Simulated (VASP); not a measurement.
Here is a VASP 6.6.1 calculation.

INCAR

```
PREC = Accurate
ENCUT = 520
EDIFF = 1E-6
ISMEAR = 0
SIGMA = 0.05
LREAL = False
LASPH = True
NELM = 60
ALGO = Normal
ISIF = 2
LWAVE = False
LCHARG = False
LDIPOL = True
IDIPOL = 3
DIPOL = 0.5 0.5 0.500
GGA = PE
IVDW = 12
NBANDS = 35
```

File KPOINTS:

```
Automatic mesh
0
Gamma
  9 9 1
```

Contents of POSCAR:

```
WS2
1.0
    3.1799996602      0.0000000000      0.0000000000
   -1.5899998301      2.7539604898      0.0000000000
    0.0000000000      0.0000000000     26.4999998500
S W
4 2
Direct
    0.3333333333      0.6666666667      0.3265837399
    0.3333333333      0.6666666667      0.4448438153
    0.6666666667      0.3333333333      0.5551565175
    0.6666666667      0.3333333333      0.6734156792
    0.6666666667      0.3333333333      0.3857636242
    0.3333333333      0.6666666667      0.6142366239
```

Potentials or basis: VASP PAW PBE potentials, release 64 (S, W_sv).

Run with:

```sh
$ cat potpaw_PBE.64/S/POTCAR potpaw_PBE.64/W_sv/POTCAR > POTCAR
$ mpirun -np 1 vasp_std > vasp.out
```

Task: Estimate the band gap on the k mesh.

Result: 1.34 eV, indirect (least direct gap 1.78 eV).

Task: What does it give for the dispersion energy per atom?

Result: -0.365 eV.

Task: Predict the largest force.

Result: 0.014 eV/Å.

Forces in eV/Å, atoms in the order of the input:
```
S    0.000  0.000 -0.006
S    0.000  0.000  0.009
S    0.000  0.000 -0.009
S    0.000  0.000  0.006
W    0.000  0.000 -0.014
W    0.000  0.000  0.014
```

Caveat: spin-orbit coupling is left out, which moves the levels of the heavy elements.
